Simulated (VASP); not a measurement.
# BN: single point with PBE+D3(BJ)

The system is BN, a slab with vacuum.

```
B N
1.0
     2.60900    0.00000    0.00000
    -1.30450    2.25946    0.00000
     0.00000    0.00000   26.00000
B N
1 1
Direct
  0.00000 0.00000 0.50550
  0.66667 0.33333 0.49450
```

```
Program                : VASP 6.6.1
Task                   : single point
Functional             : PBE
Dispersion             : D3(BJ)
Potentials or basis    : VASP PAW PBE potentials, release 64 (B, N)
Cutoff                 : 520 eV
k mesh                 : 12 × 12 × 1
Occupations            : gaussian, width 0.02 eV
Spin                   : no spin polarisation
Dipole correction      : yes
Further INCAR settings : ALGO = Normal; EDIFF = 1e-06; NBANDS = 11
```

| Quantity | Value |
| --- | --- |
| Largest force | 4.122 eV/Å |
| Band gap on the k mesh | 3.83 eV, indirect (least direct gap 3.94 eV) |
| Dispersion energy per atom | -0.071 eV |

Forces on the atoms (eV/Å):
```
B    0.000  0.000 -4.122
N    0.000  0.000  4.122
```

Levels at points of the mesh, in eV from the valence-band top:
| k point | band 1 | band 2 | band 3 | band 4 | band 5 | band 6 | band 7 | band 8 |
| --- | --- | --- | --- | --- | --- | --- | --- | --- |
| (0.00, 0.00, 0.00) | -16.71 | -4.52 | -0.89 | -0.89 | 3.83 | 5.29 | 5.89 | 6.67 |
| (0.50, 0.00, 0.00) | -13.92 | -8.06 | -3.36 | -0.74 | 3.94 | 8.51 | 11.38 | 12.04 |

It took 36 s on 1 thread of Intel(R) Xeon(R) Platinum 8375C CPU @ 2.90GHz (Ice Lake), with other jobs on the host, peak memory 0.27 GiB.
